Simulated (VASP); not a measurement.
Runs of VASP 6.6.1 on BaMg3S4. The structure is that of space group Pm-3m (No. 221), or close to it. The cells are those of the table. 

```csv
level,cell,gap on the mesh (eV),pressure (GPa)
PBE,"a = 5.670 Å, 8 atoms",1.08,(a)
r2SCAN,"a = 5.781 Å, 8 atoms",1.62,-2.8
PBE,"a = 5.742 Å, 8 atoms",1.00,-1.1
PBE,"a = 5.798 Å, 8 atoms",(c),-2.5
r2SCAN,"a = 5.670 Å, 8 atoms",1.76,0.5
r2SCAN,"a = 5.554 Å, 8 atoms",1.76,5.0
PBE,"a = 5.570 Å, 8 atoms",(d),4.7
PBE,"a = 5.629 Å, 8 atoms",(b),2.5
```

Alike in all rows: task single point; potentials or basis VASP PAW PBE potentials, release 64 (Mg, S, Ba_sv); no spin polarisation; k mesh 4 × 4 × 4; cutoff (eV) 520; smearing gaussian 0.01 eV.

Problem. Estimate the missing entries.

Solution. (a) 1.1; (b) 1.13; (c) 0.94; (d) 1.19.

Caveats: spin-orbit coupling is left out, which moves the levels of the heavy elements; the PAW data sets were made with another functional, which shifts forces and pressure a little (at least some runs); the cell stands under pressure (at least some runs).

A k mesh can miss the band edges, and the runs leave out spin-orbit coupling on Ba.
